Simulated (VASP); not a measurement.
# BaTiO3 (R3m) in VASP: electric field gradients with r2SCAN

Aim: the electric field gradients of BaTiO3 with r2SCAN.

Everything below comes from runs of VASP 6.6.1. Logs are shortened: lines on timing, memory, paths and dates and some standing lists are left out, and cuts for length are marked.

### Step 1. The cell of the first run

The structure is trigonal, space group R3m (No. 160). The conventional cell has a = 5.697 Å, b = 5.697 Å, c = 7.007 Å, α = 90.00°, β = 90.00°, γ = 120.00°. Ba (site symmetry 3m) has 12 O at 2.79 to 2.92 Å and 8 Ti at 3.41 to 3.60 Å within 3.7 Å. Ti (site symmetry 3m) has 6 O at 1.89 to 2.16 Å within 2.5 Å. Within 2.5 Å of O (site symmetry m) lie 2 Ti at 1.89 to 2.16 Å.

### Step 2. Electric field gradients, r2SCAN

Contents of POSCAR:

```
BaTiO3
1.0
    2.8482561214      1.6444414384      2.3355603327
   -2.8482561214      1.6444414384      2.3355603327
    0.0000000000     -3.2888828768      2.3355603327
Ba Ti O
1 1 3
Direct
    0.0001460400      0.0001460400      0.0001460400
    0.5133377100      0.5133377100      0.5133377100
    0.4889503100      0.9797166300      0.4889503100
    0.4889503100      0.4889503100      0.9797166300
    0.9797166300      0.4889503100      0.4889503100
```

Contents of INCAR.step1:

```
SYSTEM = BaTiO3
  PREC = Accurate
  ENCUT = 520
  ISMEAR = -1
  SIGMA = 0.01
  LREAL = .False.
  LASPH = .True.
  NELM = 60
  NBANDS = 28
  GGA = PE
  ALGO = Normal
  EDIFF = 1E-4
  LWAVE = .True.
  LCHARG = .False.
```

Contents of INCAR.step2:

```
SYSTEM = BaTiO3
  PREC = Accurate
  ENCUT = 520
  EDIFF = 1E-8
  ISMEAR = -1
  SIGMA = 0.01
  LREAL = .False.
  LASPH = .True.
  NELM = 60
  ALGO = Normal
  ISIF = 2
  LWAVE = .False.
  LCHARG = .False.
  METAGGA = R2SCAN
  LMIXTAU = .True.
  LEFG = .True.
  NBANDS = 28
  ISTART = 1
```

Contents of KPOINTS:

```
regular mesh
0
Gamma
  8 8 8
  0 0 0
```

Potentials or basis: VASP PAW PBE potentials, release 64 (Ba_sv, Ti_sv, O).

Command:

```console
$ cat potpaw_PBE.64/Ba_sv/POTCAR potpaw_PBE.64/Ti_sv/POTCAR potpaw_PBE.64/O/POTCAR > POTCAR
$ cp INCAR.step1 INCAR
$ mpirun -np 1 vasp_std > vasp.out
$ cp INCAR.step2 INCAR
$ mpirun -np 1 vasp_std > vasp.out
```

OUTCAR:

```text
SYSTEM = BaTiO3
   PREC = Accurate
   ENCUT = 520
   EDIFF = 1E-8
   ISMEAR = -1
   LREAL = .False.
   LASPH = .True.
   NELM = 60
   ISIF = 2
   METAGGA = R2SCAN
   ISTART = 1

 ion  position               nearest neighbor table
   1  0.000  0.000  0.000-   4 2.79   3 2.79   5 2.79   5 2.85   3 2.85   3 2.85   5 2.85   4 2.85
                             4 2.85   4 2.92   3 2.92   5 2.92   2 3.41   2 3.46   2 3.46   2 3.46
   2  0.513  0.513  0.513-   4 1.89   3 1.89   5 1.89   4 2.16   3 2.16   5 2.16   1 3.41   1 3.46
                             1 3.46   1 3.46   1 3.52   1 3.52   1 3.52   1 3.60
   3  0.489  0.980  0.489-   2 1.89   2 2.16   1 2.79   1 2.85   1 2.85   1 2.92
   4  0.489  0.489  0.980-   2 1.89   2 2.16   1 2.79   1 2.85   1 2.85   1 2.92
   5  0.980  0.489  0.489-   2 1.89   2 2.16   1 2.79   1 2.85   1 2.85   1 2.92

  LATTYP: Found a trigonal (rhomboedric) cell.
 ALAT       =     4.0338062230
 COS(alpha) =     0.0028556995

  Lattice vectors:

 A1 = (   2.8482561214,   1.6444414384,   2.3355603327)
 A2 = (  -2.8482561214,   1.6444414384,   2.3355603327)
 A3 = (   0.0000000000,  -3.2888828768,   2.3355603327)

Analysis of symmetry for initial positions (statically):
=====================================================================
 Subroutine PRICEL returns:
 Original cell was already a primitive cell.

 Routine SETGRP: Setting up the symmetry group for a
 trigonal (rhombohedral) supercell.

 Subroutine GETGRP returns: Found  6 space group operations
 (whereof  6 operations were pure point group operations)
 out of a pool of 12 trial point group operations.

The static configuration has the point symmetry C_3v.

Analysis of symmetry for dynamics (positions and initial velocities):
=====================================================================
 Subroutine PRICEL returns:
 Original cell was already a primitive cell.

 Routine SETGRP: Setting up the symmetry group for a
 trigonal (rhombohedral) supercell.

 Subroutine GETGRP returns: Found  6 space group operations
 (whereof  6 operations were pure point group operations)
 out of a pool of 12 trial point group operations.

The dynamic configuration has the point symmetry C_3v.

 Subroutine INISYM returns: Found  6 space group operations
 (whereof  6 operations are pure point group operations),
 and found     1 'primitive' translations

----------------------------------------------------------------------------------------

                                     Primitive cell

  volume of cell :      65.6357

  direct lattice vectors                    reciprocal lattice vectors
     2.848256121  1.644441438  2.335560333     0.175546011  0.101351537  0.142720926
    -2.848256121  1.644441438  2.335560333    -0.175546011  0.101351537  0.142720926
     0.000000000 -3.288882877  2.335560333     0.000000000 -0.202703073  0.142720926

  length of vectors
     4.033806223  4.033806223  4.033806223     0.247906835  0.247906835  0.247906835

  position of ions in fractional coordinates (direct lattice)
     0.000146040  0.000146040  0.000146040
     0.513337710  0.513337710  0.513337710
     0.488950310  0.979716630  0.488950310
     0.488950310  0.488950310  0.979716630
     0.979716630  0.488950310  0.488950310

  ion indices of the primitive-cell ions
   primitive index   ion index
                 1           1
                 2           2
                 3           3
                 4           4
                 5           5

----------------------------------------------------------------------------------------

 KPOINTS: regular mesh

Automatic generation of k-mesh.
 Grid dimensions read from file:
 generate k-points for:    8    8    8

 Generating k-lattice:

  Cartesian coordinates                     Fractional coordinates (reciprocal lattice)
     0.021943251  0.012668942  0.017840116     0.125000000 -0.000000000 -0.000000000
[... 52 lines left out ...]
   ICHARG =      0    charge: 1-file 2-atom 10-const
   ISPIN  =      1    spin polarized calculation?
   LNONCOLLINEAR =      F non collinear calculations
   LSORBIT =      F    spin-orbit coupling
   LASPH  =      T    aspherical Exc in radial PAW
   ENCUT  =  520.0 eV  38.22 Ry    6.18 a.u.   7.50  7.50  7.50*2*pi/ulx,y,z
   NELM   =     60;   NELMIN=  2; NELMDL=  0     # of ELM steps
   EDIFF  = 0.1E-07   stopping-criterion for ELM
   LREAL  =      F    real-space projection
   EDIFFG = 0.1E-06   stopping-criterion for IOM
   NSW    =      0    number of steps for IOM
   IBRION =     -1    ionic relax: 0-MD 1-quasi-New 2-CG
   NFREE  =      0    steps in history (QN), initial steepest desc. (CG)
   ISIF   =      2    stress and relaxation
   ISYM   =      2    0-nonsym 1-usesym 2-fastsym
   POTIM  = 0.5000    time-step for ionic-motion
   TEBEG  =    0.0;   TEEND  =   0.0 temperature during run
   PSTRESS=    0.0 pullay stress
   NELECT =      40.0000    total number of electrons
   NUPDOWN=      -1.0000    fix difference up-down
   EMIN   =  10.00;   EMAX   =-10.00  energy-range for DOS
   EFERMI =   0.00;   METHOD = LEGACY
   ISMEAR =    -1;   SIGMA  =   0.01  broadening in eV -4-tet -1-fermi 0-gaus
   EFERMI_NEDOS =   21; number of points for ismear=-14 and -15
   IALGO  =     38    algorithm
   IMIX   =      4    mixing-type and parameters
     AMIX     =   0.40;   BMIX     =  1.00
     AMIX_MAG =   1.60;   BMIX_MAG =  1.00
  volume/ion in A,a.u.               =      13.13        88.59
  Fermi-wavevector in a.u.,A,eV,Ry     =   1.387975  2.622892 26.211269  1.926474
  Thomas-Fermi vector in A             =   2.512145
   LORBIT       =      0    0 simple, 1 ext, 2 COOP (PROOUT), +10 PAW based schemes
   METAGGA = R2SCAN    functional components
   LHFCALC =     F    Hartree Fock is set to
   AEXX    =    0.0000 exact exchange contribution
   IVDW    =     0    specifies the selected vdW correction
   LEPSILON=     F    determine dielectric tensor
   LRPA    =     F    only Hartree local field effects (RPA)
 non-spin polarized calculation
  energy-cutoff  :      520.00
  volume of cell :       65.64
 maximum number of plane-waves:      1794
   NGX = 15   NGY = 15   NGZ = 15

 number of electron      40.0000008 magnetization

 Free energy of the ion-electron system (eV)
  ---------------------------------------------------
  ext. energy  EPLUGINS =         0.00000000
  ---------------------------------------------------
  free energy    TOTEN  =       -74.27334103 eV

  energy without entropy =      -74.27334103  energy(sigma->0) =      -74.27334103

 E-fermi :   3.5229     XC(G=0): -11.7672

 val. band max:        3.2930491077   @ k =   0.5000   0.5000   0.5000
 cond. band min:       6.0267270563   @ k =   0.0000   0.0000   0.0000
 fundamental gap:      2.7336779486
 Fermi energy:         3.5228709962

 k-point     1 :       0.0000    0.0000    0.0000
  band No.  band energies     occupation
      1     -55.3087      2.00000
      2     -30.4993      2.00000
      3     -30.4981      2.00000
      4     -30.4981      2.00000
      5     -22.2229      2.00000
      6     -14.4540      2.00000
[... 733 lines left out ...]
     27      11.3904      0.00000
     28      12.5496      0.00000

 [... further k-points ...]

------------------------ aborting loop because EDIFF is reached ----------------------------------------

  FORCE on cell =-STRESS in cart. coord.  units (eV):
  Direction    XX          YY          ZZ          XY          YZ          ZX
  --------------------------------------------------------------------------------------
  -------------------------------------------------------------------------------------
  Total        0.0202776      0.0202776      0.0444965      0.0000000      0.0000000      0.0000000
  in kB        0.4949788      0.4949788      1.0861671      0.0000000      0.0000000      0.0000000
  external PRESSURE =       0.6920415 kB  Pullay stress =       0.0000000 kB

 VOLUME and BASIS-vectors are now :
 -----------------------------------------------------------------------------
  energy-cutoff  :      520.00
  volume of cell :       65.64
      direct lattice vectors                 reciprocal lattice vectors
     2.848256121  1.644441438  2.335560333     0.175546011  0.101351537  0.142720926
    -2.848256121  1.644441438  2.335560333    -0.175546011  0.101351537  0.142720926
     0.000000000 -3.288882877  2.335560333     0.000000000 -0.202703073  0.142720926

 POSITION                                       TOTAL-FORCE (eV/Angst)
 -----------------------------------------------------------------------------------
      0.00000      0.00000      0.00102        -0.000000      0.000000      0.010585
      0.00000      0.00000      3.59679        -0.000000      0.000000      0.017557
     -1.39783      0.80704      4.57213         0.010469     -0.006044     -0.009381
      0.00000     -1.61407      4.57213        -0.000000      0.012089     -0.009381
      1.39783      0.80704      4.57213        -0.010469     -0.006044     -0.009381
 -----------------------------------------------------------------------------------
    total drift:                                0.000000      0.000001     -0.000299

  FREE ENERGIE OF THE ION-ELECTRON SYSTEM (eV)
  ---------------------------------------------------
  free  energy   TOTEN  =       -74.2733410269 eV

  energy  without entropy=      -74.2733410269  energy(sigma->0) =      -74.27334103

 Electric field gradients (V/A^2)
---------------------------------------------------------------------
 ion       V_xx      V_yy      V_zz      V_xy      V_xz      V_yz
---------------------------------------------------------------------
   1      -2.070    -2.070     4.140     0.000    -0.000     0.000
   2      -5.612    -5.612    11.225    -0.000     0.000    -0.000
   3       5.758    -7.110     1.352   -11.145   -15.897     9.178
   4     -13.545    12.193     1.352     0.000     0.000   -18.357
   5       5.758    -7.110     1.352    11.145    15.897     9.178
---------------------------------------------------------------------

 Electric field gradients after diagonalization (V/A^2)
 (convention: |V_zz| > |V_xx| > |V_yy|)
----------------------------------------------------------------------
 ion       V_xx      V_yy      V_zz     asymmetry (V_yy - V_xx)/ V_zz
----------------------------------------------------------------------
   1      -2.070    -2.070     4.140       0.000
   2      -5.612    -5.612    11.225       0.000
   3     -13.545   -12.368    25.913       0.045
   4     -13.545   -12.368    25.913       0.045
   5     -13.545   -12.368    25.913       0.045
----------------------------------------------------------------------

           NMR quadrupolar parameters

 Cq : quadrupolar parameter    Cq=e*Q*V_zz/h
 eta: asymmetry parameters     (V_yy - V_xx)/ V_zz
 Q  : nuclear electric quadrupole moment in mb (millibarn)
----------------------------------------------------------------------
 ion       Cq(MHz)       eta       Q (mb)
----------------------------------------------------------------------
   1       0.010       0.000       1.000
   2       0.027       0.000       1.000
   3       0.063       0.045       1.000
   4       0.063       0.045       1.000
   5       0.063       0.045       1.000
----------------------------------------------------------------------
```

Run time: 16 min. Hardware: 1 thread of Intel Xeon 8259CL, shared host; peak memory 0.26 GiB.

What came out:

- Free energy: -74.2733 eV
- Pressure: 0.1 GPa
- Largest force: 0.018 eV/Å
- Band gap on the k mesh: 2.73 eV (least direct gap 3.17 eV)
- Largest electric field gradient by atom: Ba +4.1; Ti +11.2; O +25.9 V/Å²

Forces in eV/Å, atoms in the order of the input:
```
Ba   0.000  0.000  0.011
Ti   0.000  0.000  0.018
O    0.010 -0.006 -0.009
O    0.000  0.012 -0.009
O   -0.010 -0.006 -0.009
```

Electric field gradients, principal values (V/Å²):
| atom | least | middle | greatest (by size) |
| --- | --- | --- | --- |
| 1 Ba | -2.070 | -2.070 | 4.140 |
| 2 Ti | -5.612 | -5.612 | 11.225 |
| 3 O | -12.368 | -13.545 | 25.913 |
| 4 O | -12.368 | -13.545 | 25.913 |
| 5 O | -12.368 | -13.545 | 25.913 |

Caveat: without QUAD_EFG the Cq values of the log hold for a quadrupole moment of 1 mb, not for the nuclei; the PAW data sets were made with another functional, which shifts forces and pressure a little; spin-orbit coupling is left out, which moves the levels of the heavy elements.
